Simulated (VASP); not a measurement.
# Ni2Ge (P6_3/mmc) in VASP: a series of runs

The runs below take Ni2Ge through single point, with r2SCAN.

Everything below comes from runs of VASP 6.6.1. Logs are shortened: lines on timing, memory, paths and dates and some standing lists are left out, and cuts for length are marked.

## (1) The cell of the first run

It takes space group P6_3/mmc (No. 194, hexagonal). Conventional cell: a = 3.936 Å, b = 3.936 Å, c = 4.958 Å, α = 90.00°, β = 90.00°, γ = 120.00°. Ni (site symmetry -6m2) has 5 Ge at 2.27 to 2.48 Å and 6 Ni at 2.59 Å within 3.0 Å. Within 3.3 Å of Ni (site symmetry -3m) lie 8 Ni at 2.48 to 2.59 Å and 6 Ge at 2.59 Å. Ge (site symmetry -6m2) has 11 Ni at 2.27 to 2.59 Å within 3.0 Å.

## (2) Single point, r2SCAN

Contents of POSCAR:

```
Ni2Ge
1.0
    3.9355652057      0.0000000000      0.0000000000
   -1.9677826028      3.4082994464      0.0000000000
    0.0000000000      0.0000000000      4.9578218900
Ni Ge
4 2
Direct
    0.6666666667      0.3333333333      0.2500000000
    0.3333333333      0.6666666667      0.7500000000
    0.0000000000      0.0000000000      0.0000000000
    0.0000000000      0.0000000000      0.5000000000
    0.6666666667      0.3333333333      0.7500000000
    0.3333333333      0.6666666667      0.2500000000
```

Contents of INCAR.step1:

```
PREC = Accurate
ENCUT = 520
ISMEAR = 0
SIGMA = 0.1
LREAL = F
LASPH = T
NELM = 60
NBANDS = 43
GGA = PE
ALGO = Normal
EDIFF = 1E-4
LWAVE = T
LCHARG = F
```

Contents of INCAR.step2:

```
PREC = Accurate
ENCUT = 520
EDIFF = 1E-6
ISMEAR = 0
SIGMA = 0.1
LREAL = F
LASPH = T
NELM = 60
ALGO = Normal
ISIF = 2
LWAVE = F
LCHARG = T
METAGGA = R2SCAN
LMIXTAU = T
LELF = T
LVHAR = T
NBANDS = 43
ISTART = 1
```

Contents of KPOINTS:

```
Automatic mesh
0
Gamma
  12 12 8
```

Potentials or basis: VASP PAW PBE potentials, release 64 (Ni, Ge_d).

Started as:

```
cat potpaw_PBE.64/Ni/POTCAR potpaw_PBE.64/Ge_d/POTCAR > POTCAR
cp INCAR.step1 INCAR
mpirun -np 1 vasp_std > vasp.out
cp INCAR.step2 INCAR
mpirun -np 1 vasp_std > vasp.out
```

OUTCAR:

```text
PREC = Accurate
   ENCUT = 520
   EDIFF = 1E-6
   ISMEAR = 0
   LREAL = F
   LASPH = T
   NELM = 60
   ISIF = 2
   METAGGA = R2SCAN
   ISTART = 1

 ion  position               nearest neighbor table
   1  0.667  0.333  0.250-   6 2.27   6 2.27   6 2.27   5 2.48   5 2.48   3 2.59   4 2.59   3 2.59
                             4 2.59   3 2.59   4 2.59
   2  0.333  0.667  0.750-   5 2.27   5 2.27   5 2.27   6 2.48   6 2.48   3 2.59   4 2.59   4 2.59
                             3 2.59   4 2.59   3 2.59
   3  0.000  0.000  0.000-   4 2.48   4 2.48   1 2.59   5 2.59   6 2.59   2 2.59   2 2.59   6 2.59
                             1 2.59   5 2.59   1 2.59   5 2.59   2 2.59   6 2.59
   4  0.000  0.000  0.500-   3 2.48   3 2.48   1 2.59   5 2.59   6 2.59   2 2.59   2 2.59   6 2.59
                             1 2.59   5 2.59   1 2.59   5 2.59   2 2.59   6 2.59
   5  0.667  0.333  0.750-   2 2.27   2 2.27   2 2.27   1 2.48   1 2.48   3 2.59   4 2.59   3 2.59
                             4 2.59   3 2.59   4 2.59
   6  0.333  0.667  0.250-   1 2.27   1 2.27   1 2.27   2 2.48   2 2.48   3 2.59   4 2.59   4 2.59
                             3 2.59   4 2.59   3 2.59

  LATTYP: Found a hexagonal cell.
 ALAT       =     3.9355652057
 C/A-ratio  =     1.2597483794

  Lattice vectors:

 A1 = (   3.9355652057,   0.0000000000,   0.0000000000)
 A2 = (  -1.9677826028,   3.4082994464,   0.0000000000)
 A3 = (   0.0000000000,   0.0000000000,   4.9578218900)

Analysis of symmetry for initial positions (statically):
=====================================================================
 Subroutine PRICEL returns:
 Original cell was already a primitive cell.

 Routine SETGRP: Setting up the symmetry group for a
 hexagonal supercell.

 Subroutine GETGRP returns: Found 24 space group operations
 (whereof 12 operations were pure point group operations)
 out of a pool of 24 trial point group operations.

The static configuration has the point symmetry D_3d.
 The point group associated with its full space group is D_6h.

Analysis of symmetry for dynamics (positions and initial velocities):
=====================================================================
 Subroutine PRICEL returns:
 Original cell was already a primitive cell.

 Routine SETGRP: Setting up the symmetry group for a
 hexagonal supercell.

 Subroutine GETGRP returns: Found 24 space group operations
 (whereof 12 operations were pure point group operations)
 out of a pool of 24 trial point group operations.

The dynamic configuration has the point symmetry D_3d.
 The point group associated with its full space group is D_6h.

 Subroutine INISYM returns: Found 24 space group operations
[... 111 lines left out ...]
   ISIF   =      2    stress and relaxation
   ISYM   =      2    0-nonsym 1-usesym 2-fastsym
   POTIM  = 0.5000    time-step for ionic-motion
   TEBEG  =    0.0;   TEEND  =   0.0 temperature during run
   PSTRESS=    0.0 pullay stress
   NELECT =      68.0000    total number of electrons
   NUPDOWN=      -1.0000    fix difference up-down
   EMIN   =  10.00;   EMAX   =-10.00  energy-range for DOS
   EFERMI =   0.00;   METHOD = LEGACY
   ISMEAR =     0;   SIGMA  =   0.10  broadening in eV -4-tet -1-fermi 0-gaus
   EFERMI_NEDOS =   21; number of points for ismear=-14 and -15
   IALGO  =     38    algorithm
   IMIX   =      4    mixing-type and parameters
     AMIX     =   0.40;   BMIX     =  1.00
     AMIX_MAG =   1.60;   BMIX_MAG =  1.00
  volume/ion in A,a.u.               =      11.08        74.80
  Fermi-wavevector in a.u.,A,eV,Ry     =   1.649298  3.116722 37.010362  2.720185
  Thomas-Fermi vector in A             =   2.738442
   LORBIT       =      0    0 simple, 1 ext, 2 COOP (PROOUT), +10 PAW based schemes
   METAGGA = R2SCAN    functional components
   LHFCALC =     F    Hartree Fock is set to
   AEXX    =    0.0000 exact exchange contribution
   IVDW    =     0    specifies the selected vdW correction
   LEPSILON=     F    determine dielectric tensor
   LRPA    =     F    only Hartree local field effects (RPA)
 non-spin polarized calculation
 Gauss-broadening in eV      SIGMA  =   0.10
  energy-cutoff  :      520.00
  volume of cell :       66.50
 maximum number of plane-waves:      1818
 NGX is ok and might be reduce to    30
   NGX = 15   NGY = 15   NGZ = 19

 number of electron      68.0000030 magnetization

 Free energy of the ion-electron system (eV)
  ---------------------------------------------------
  ext. energy  EPLUGINS =         0.00000000
  ---------------------------------------------------
  free energy    TOTEN  =       -76.96425752 eV

  energy without entropy =      -76.94682704  energy(sigma->0) =      -76.95554228

 E-fermi :  10.7413     XC(G=0): -14.8253

 val. band max:       10.7403693989   @ k =   0.1667   0.1667   0.3750
 cond. band min:      10.7448217597   @ k =   0.2500   0.0000   0.3750
 fundamental gap:      0.0044523608
 Fermi energy:        10.7412792750

 k-point     1 :       0.0000    0.0000    0.0000
  band No.  band energies     occupation
      1     -14.9151      2.00000
      2     -14.9039      2.00000
      3     -14.8824      2.00000
      4     -14.8824      2.00000
      5     -14.8460      2.00000
      6     -14.8460      2.00000
[... 1093 lines left out ...]
     42      18.7621      0.00000
     43      20.0579      0.00000

 [... further k-points ...]

------------------------ aborting loop because EDIFF is reached ----------------------------------------

  FORCE on cell =-STRESS in cart. coord.  units (eV):
  Direction    XX          YY          ZZ          XY          YZ          ZX
  --------------------------------------------------------------------------------------
  -------------------------------------------------------------------------------------
  Total        3.4549505      3.4549505      3.4110116      0.0000000      0.0000000     -0.0000000
  in kB       83.2370406     83.2370406     82.1784605      0.0000000      0.0000000     -0.0000000
  external PRESSURE =      82.8841806 kB  Pullay stress =       0.0000000 kB

 VOLUME and BASIS-vectors are now :
 -----------------------------------------------------------------------------
  energy-cutoff  :      520.00
  volume of cell :       66.50
      direct lattice vectors                 reciprocal lattice vectors
     3.935565206  0.000000000  0.000000000     0.254093109  0.146700725  0.000000000
    -1.967782603  3.408299446  0.000000000     0.000000000  0.293401450  0.000000000
     0.000000000  0.000000000  4.957821890     0.000000000  0.000000000  0.201701477

 POSITION                                       TOTAL-FORCE (eV/Angst)
 -----------------------------------------------------------------------------------
      1.96778      1.13610      1.23946        -0.000000     -0.000000      0.000000
     -0.00000      2.27220      3.71837         0.000000      0.000000      0.000000
      0.00000      0.00000      0.00000         0.000000      0.000000      0.000000
      0.00000      0.00000      2.47891         0.000000      0.000000      0.000000
      1.96778      1.13610      3.71837         0.000000      0.000000     -0.000000
     -0.00000      2.27220      1.23946         0.000000     -0.000000     -0.000000
 -----------------------------------------------------------------------------------
    total drift:                               -0.000000      0.000000      0.000000

  FREE ENERGIE OF THE ION-ELECTRON SYSTEM (eV)
  ---------------------------------------------------
  free  energy   TOTEN  =       -76.9642575162 eV

  energy  without entropy=      -76.9468270400  energy(sigma->0) =      -76.95554228
```

OUTCAR.step1:

```text
PREC = Accurate
   ENCUT = 520
   ISMEAR = 0
   LREAL = F
[... 1350 lines left out ...]
      0.00000      0.00000      0.00000        -0.000000      0.000000      0.000000
      0.00000      0.00000      2.47891        -0.000000      0.000000      0.000000
      1.96778      1.13610      3.71837        -0.000000     -0.000000     -0.000000
     -0.00000      2.27220      1.23946        -0.000000      0.000000      0.000000
 -----------------------------------------------------------------------------------
    total drift:                               -0.000000      0.000000      0.000000

  FREE ENERGIE OF THE ION-ELECTRON SYSTEM (eV)
  ---------------------------------------------------
  free  energy   TOTEN  =       -32.3561119332 eV

  energy  without entropy=      -32.3376792627  energy(sigma->0) =      -32.34689560
```

It took 14 min on 1 thread of Intel Xeon Platinum 8559C (Emerald Rapids), shared host; peak memory 0.35 GiB.

What came out:

```yaml
Free_energy: -76.9643 eV
Pressure: 8.3 GPa
Band_gap_on_the_k_mesh: zero (bands 34 and 35 overlap by 3.24 eV)
```

Caveat: the cell stands under pressure; the PAW data sets were made with another functional, which shifts forces and pressure a little.

(Part 1 of 2 ends here.)
